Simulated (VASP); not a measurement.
MgF2: relaxation of the atoms with PBE

Crystal: MgF2.

```xyz
6
Lattice="4.6152 0.0000 0.0000 0.0000 4.6152 0.0000 0.0000 0.0000 3.0478" Properties=species:S:1:pos:R:3 pbc="T T T"
Mg    2.3076    2.3076    1.5239
Mg    0.0000    0.0000    0.0000
F     3.2172    3.2172    0.0000
F     3.7056    0.9096    1.5239
F     1.3980    1.3980    0.0000
F     0.9096    3.7056    1.5239
```

* Program: VASP 6.6.1
* Task: relaxation of the atoms
* Functional: PBE
* Potentials or basis: VASP PAW PBE potentials, release 64 (Mg, F)
* Cutoff: 520 eV
* k mesh: 7 × 7 × 11
* Occupations: fermi-dirac, width 0.01 eV
* Spin: no spin polarisation
* Dipole correction: no
* Further INCAR settings: ALGO = Normal; EDIFF = 1e-07; IBRION = 2; EDIFFG = -0.02; NSW = 80

```json
{
 "Energy gained by relaxing": "0.0 meV/atom",
 "Ionic steps": "2",
 "Pressure after relaxing": "4.3 GPa",
 "Largest force after relaxing": "0.010 eV/Å",
 "Band gap on the k mesh": "7.13 eV"
}
```

Forces on the atoms (eV/Å):
```
Mg   0.000  0.000  0.000
Mg   0.000  0.000  0.000
F    0.007  0.007  0.000
F   -0.007  0.007  0.000
F   -0.007 -0.007  0.000
F    0.007 -0.007  0.000
```

Stress tensor (GPa, compression positive):
```
4.24 0.00 0.00
0.00 4.24 0.00
0.00 0.00 4.41
```

Final structure:
```xyz
6
Lattice="4.6152 0.0000 0.0000 0.0000 4.6152 0.0000 0.0000 0.0000 3.0478" Properties=species:S:1:pos:R:3 pbc="T T T"
Mg    2.3076    2.3076    1.5239
Mg    0.0000    0.0000    0.0000
F     3.2179    3.2179    0.0000
F     3.7049    0.9103    1.5239
F     1.3973    1.3973    3.0478
F     0.9103    3.7049    1.5239
```

Levels at points of the mesh, in eV from the valence-band top:
| k point | band 13 | band 14 | band 15 | band 16 | band 17 | band 18 | band 19 | band 20 |
| --- | --- | --- | --- | --- | --- | --- | --- | --- |
| (0.00, 0.00, 0.00) | -0.73 | -0.32 | -0.32 | 0.00 | 7.13 | 12.28 | 12.28 | 13.76 |

It took 36 s on 1 thread of Intel(R) Xeon(R) 6975P-C (Granite Rapids), on a shared host, peak memory 0.22 GiB.

A k mesh can miss the band edges.
